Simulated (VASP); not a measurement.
Set up this calculation in VASP 6.6.1, as the native input.

```yaml
Task: single point
Functional: PBE
Potentials_or_basis: VASP PAW PBE potentials, release 64 (Nb_sv, Si)
Cutoff: 520 eV
k_mesh: 8 × 8 × 8
Occupations: fermi-dirac, width 0.05 eV
Spin: no spin polarisation
Dipole_correction: no
Further_INCAR_settings: ALGO = Normal; EDIFF = 1e-07; NBANDS = 16
```

The structure of NbSi lies in POSCAR:

```
NbSi
1.0
    3.0920047770      0.0000000000      0.0000000000
    0.0000000000      3.0920047770      0.0000000000
    0.0000000000      0.0000000000      3.0920047770
Nb Si
1 1
Direct
    0.0000000000      0.0000000000      0.0000000000
    0.5000000000      0.5000000000      0.5000000000
```

One way to write it, as run:

INCAR

```
SYSTEM = NbSi
  ALGO = Normal
  EDIFF = 1E-7
  ENCUT = 520
  GGA = PE
  ISIF = 2
  ISMEAR = -1
  LASPH = .TRUE.
  LCHARG = .FALSE.
  LREAL = .FALSE.
  LWAVE = .FALSE.
  NBANDS = 16
  NELM = 100
  PREC = Accurate
  SIGMA = 0.05
```

KPOINTS

```
k-points
0
G
  8 8 8
  0 0 0
```

Potentials or basis: VASP PAW PBE potentials, release 64 (Nb_sv, Si).

Command:

```console
$ cat potpaw_PBE.64/Nb_sv/POTCAR potpaw_PBE.64/Si/POTCAR > POTCAR
$ mpirun -np 1 vasp_std > vasp.out
```

It gave:

- Pressure: 11.6 GPa

It took 5.8 s on 1 thread of Intel(R) Xeon(R) 6975P-C (Granite Rapids) (shared host), peak memory 0.14 GiB.
